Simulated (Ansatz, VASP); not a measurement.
Si7Ge: VASP beside Ansatz

```
Si Ge
1.0
     5.45895    0.00000   -0.45036
     0.00000    5.45895    0.00000
    -0.45036    0.00000    5.45895
Si Ge
7 1
Direct
  0.25260 0.25260 0.25260
  0.00000 0.50000 0.50000
  0.50000 0.50000 0.00000
  0.50000 0.00000 0.50000
  0.74740 0.25260 0.74740
  0.74740 0.74740 0.25260
  0.25260 0.74740 0.74740
  0.00000 0.00000 0.00000
```

Change from the starting cell: engineering shear strain xz -0.1650, engineering shear strain yz +0.0000.

Alike in both runs: task single point; functional PBEsol; k mesh 6 × 6 × 6; occupations gaussian, width 0.03 eV; no spin polarisation.

|  | VASP | Ansatz |
| --- | --- | --- |
| version | VASP 6.6.1 | Ansatz 0.2.0 |
| potentials or method | VASP PAW PBE potentials, release 64 (Si, Ge_d), cutoff 520 eV | scalar-relativistic, plane waves, PAW |
| valence electrons in the cell | 42 | 42 |

```tsv
	VASP	Ansatz	Ansatz less VASP
gap on the k mesh at the Fermi level (eV)	none	none	-
pressure (GPa)	3.2	3.1	-0.11
traceless stress, the component that is largest in VASP (GPa)	16.89	16.83	-0.065
rms of the force components (eV/Å)	1.012	1.007	-0.0050
```

VASP's potentials were made for PBE, not for PBEsol, and Ansatz warns of the same on its side. Atom by atom the forces differ by 0.007 eV/Å (rms over components). A gap of «none» marks a metal or a gap that the smearing closes. The functional is the same, so the differences come from potentials, cutoffs and numerics.
